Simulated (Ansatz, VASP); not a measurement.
One calculation of Mg2NCl, two programs

The input INCAR:

```
PREC     = Accurate       # precision mode
ENCUT    = 520            # plane-wave cutoff, eV
EDIFF    = 1E-6           # SCF threshold, eV
ISMEAR   = 0              # smearing method
SIGMA    = 0.05           # smearing width, eV
LREAL    = False          # projectors in reciprocal space
LASPH    = True           # aspherical terms in the spheres
NELM     = 80             # most SCF steps
ALGO     = Normal         # electronic algorithm
ISIF     = 2              # what is computed and relaxed
LWAVE    = False          # write WAVECAR
LCHARG   = True           # write CHGCAR
GGA      = PS             # functional
LELF     = True           # ELF
LVHAR    = True         
NBANDS   = 16             # bands
```

Contents of KPOINTS:

```
Automatic mesh
0
Gamma
  9 9 9
```

Contents of POSCAR:

```
Mg2NCl
1.0
    1.7935199454      1.0354892232      6.4832151600
   -1.7935199454      1.0354892232      6.4832151600
    0.0000000000     -2.0709784465      6.4832151600
Mg N Cl
2 1 1
Direct
    0.2228150000      0.2228150000      0.2228150000
    0.7771850000      0.7771850000      0.7771850000
    0.5000000000      0.5000000000      0.5000000000
    0.0000000000      0.0000000000      0.0000000000
```

Input for Ansatz:

```yaml
crystal:
  lattice:
    - [1.7935199454, 1.0354892232, 6.48321516]
    - [-1.7935199454, 1.0354892232, 6.48321516]
    - [0.0, -2.0709784465, 6.48321516]
  atoms:
    - { symbol: Mg, position: [0.222815, 0.222815, 0.222815] }
    - { symbol: Mg, position: [0.777185, 0.777185, 0.777185] }
    - { symbol: "N", position: [0.5, 0.5, 0.5] }
    - { symbol: Cl, position: [0.0, 0.0, 0.0] }
basis:
  ecutwfc: 420
kpoints:
  mp_grid: { grid: [9, 9, 9] }
hamiltonian:
  xc: pbesol
scf:
  occupations: { method: gaussian, width: 0.05 }
output:
  forces: true
  stress: true
  eigenvalues: true
```

Change from the starting cell: strain +0.080 along x and y, +0.080 along z, atoms carried along.

Alike in both runs: task single point; functional PBEsol; k mesh 9 × 9 × 9; occupations gaussian, width 0.05 eV; no spin polarisation.

|  | VASP | Ansatz |
| --- | --- | --- |
| version | VASP 6.6.1 | Ansatz 0.2.0 |
| potentials or method | VASP PAW PBE potentials, release 64 (Mg, N, Cl), cutoff 520 eV | scalar-relativistic, plane waves, PAW |
| valence electrons in the cell | 16 | 32 |

|  | VASP | Ansatz | Ansatz less VASP |
| --- | --- | --- | --- |
| gap on the k mesh at the Fermi level (eV) | 0.88 | 0.90 | +0.025 |
| least direct gap on the mesh (eV) | 0.88 | 0.90 | +0.025 |
| pressure (GPa) | -14.3 | -14.1 | +0.21 |
| traceless stress, the component that is largest in VASP (GPa) | 1.62 | 1.67 | +0.049 |
| rms of the force components (eV/Å) | 0.297 | 0.281 | -0.0160 |

VASP's potentials were made for PBE, not for PBEsol. Atom by atom the forces differ by 0.016 eV/Å (rms over components). VASP's potentials hold 16 valence electrons a cell and Ansatz's 32, so a difference there can come from the potentials and not from the codes.
